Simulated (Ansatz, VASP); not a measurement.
Two plane-wave programs on Sn

```
CELL_PARAMETERS angstrom
0.00000 3.23334 3.23334
3.23334 0.00000 3.23334
3.23334 3.23334 0.00000
ATOMIC_POSITIONS crystal
Sn 0.75000 0.75000 0.75000
Sn 0.50000 0.50000 0.50000
```

Alike in both runs: functional PBEsol; k mesh 7 × 7 × 7; occupations methfessel-paxton of order 1, width 0.05 eV; non-collinear spin, spin-orbit coupling.

|  | VASP | Ansatz |
| --- | --- | --- |
| version | VASP 6.6.1 | Ansatz 0.2.0 |
| potentials or method | VASP PAW PBE potentials, release 64 (Sn_d) | PseudoDojo standard (PBEsol files) |
| plane-wave cutoff (eV) | 520 | 980 |
| valence electrons in the cell | 28 | 28 |
| task | single point | band structure |

|  | VASP | Ansatz | Ansatz less VASP |
| --- | --- | --- | --- |
| net moment per atom (μB) | 0.00 | 0.00 | 0.000 |

VASP's potentials were made for PBE, not for PBEsol.
